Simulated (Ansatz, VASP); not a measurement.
# BN: VASP beside Ansatz

```
B N
1.0
     2.65610    0.00000    0.00000
    -1.32805    2.30025    0.00000
     0.00000    0.00000    4.56500
B N
2 2
Direct
  0.66667 0.33333 0.99972
  0.33333 0.66667 0.49972
  0.66667 0.33333 0.62528
  0.33333 0.66667 0.12528
```

Change from the starting cell: strain +0.040 along x and y, +0.080 along z, atoms carried along.

Alike in both runs: task single point; functional PBE; k mesh 12 × 12 × 6; occupations gaussian, width 0.05 eV; no spin polarisation.

|  | VASP | Ansatz |
| --- | --- | --- |
| version | VASP 6.6.1 | Ansatz 0.2.0 |
| potentials or method | VASP PAW PBE potentials, release 64 (B, N), cutoff 520 eV | scalar-relativistic, plane waves, PAW |
| valence electrons in the cell | 16 | 16 |

```csv
,VASP,Ansatz,Ansatz less VASP
gap on the k mesh at the Fermi level (eV),5.26,5.27,+0.010
least direct gap on the mesh (eV),6.32,6.32,-0.005
pressure (GPa),-42.8,-42.7,+0.10
"traceless stress, the component that is largest in VASP (GPa)",-16.12,-16.06,+0.066
rms of the force components (eV/Å),0.237,0.241,+0.0039
```

Atom by atom the forces differ by 0.004 eV/Å (rms over components). Both programs put the cell under strong tension, so it lies far from rest at this level.

Noted on VASP's run: the cell as given lies far from equilibrium.
